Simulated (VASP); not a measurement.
A run of VASP 6.6.1 is set up as follows.

Contents of INCAR:

```
PREC = Accurate
ENCUT = 520
EDIFF = 1E-6
ISMEAR = 0
SIGMA = 0.1
LREAL = F
LASPH = T
NELM = 150
ALGO = Normal
ISIF = 2
LWAVE = F
LCHARG = T
ISPIN = 2
MAGMOM = 1.98 0 0.16 0.16 0.16
LORBIT = 11
LMAXMIX = 4
GGA = PE
LELF = T
LVHAR = T
NBANDS = 30
```

Contents of KPOINTS:

```
regular mesh
0
Gamma
  8 8 8
```

File POSCAR:

```
FePtS3
1.0
    4.3945850026      0.0000000000      0.0000000000
    0.0000000000      4.3945850026      0.0000000000
    0.0000000000      0.0000000000      4.3945850026
Fe Pt S
1 1 3
Direct
    0.5000000000      0.5000000000      0.5000000000
    0.0000000000      0.0000000000      0.0000000000
    0.5000000000      0.5000000000      0.0000000000
    0.5000000000      0.0000000000      0.5000000000
    0.0000000000      0.5000000000      0.5000000000
```

Potentials or basis: VASP PAW PBE potentials, release 64 (Fe, Pt, S).

Command:

```bash
$ cat potpaw_PBE.64/Fe/POTCAR potpaw_PBE.64/Pt/POTCAR potpaw_PBE.64/S/POTCAR > POTCAR
$ mpirun -np 1 vasp_std > vasp.out
```

(1) Predict the net moment.

(2) Predict the site moments.

## Answers

(1) 2.67 μB per cell.

(2) Fe +1.78; Pt +0.15; S +0.16 μB.

Caveat: a cell with one magnetic atom can't hold antiferromagnetic order, which such compounds often take.
